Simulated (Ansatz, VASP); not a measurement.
## Y: VASP beside Ansatz

```
CELL_PARAMETERS angstrom
3.65150 0.00000 0.00000
-1.82575 3.16229 0.00000
0.00000 0.00000 5.74740
ATOMIC_POSITIONS crystal
Y 0.33333 0.66667 0.25000
Y 0.66667 0.33333 0.75000
```

Alike in both runs: task single point; functional revPBE; k mesh 3 × 3 × 2; occupations gaussian, width 0.1 eV; no spin polarisation.

```csv
,VASP,Ansatz
version,VASP 6.6.1,Ansatz 0.2.0
potentials or method,"VASP PAW PBE potentials, release 64 (Y_sv)","scalar-relativistic, plane waves, PAW (harder set)"
plane-wave cutoff (eV),500,420
valence electrons in the cell,22,22
```

```tsv
	VASP	Ansatz	Ansatz less VASP
gap on the k mesh at the Fermi level (eV)	none	none	-
pressure (GPa)	0.0	0.1	+0.10
traceless stress, the component that is largest in VASP (GPa)	-0.52	-0.53	-0.003
```

VASP's potentials were made for PBE, not for revPBE. A gap of «none» marks a metal or a gap that the smearing closes. The functional is the same, so the differences come from potentials, cutoffs and numerics. Ansatz's warnings: band edges overlap.

The k mesh is coarse, so the values compare programs but aren't converged.
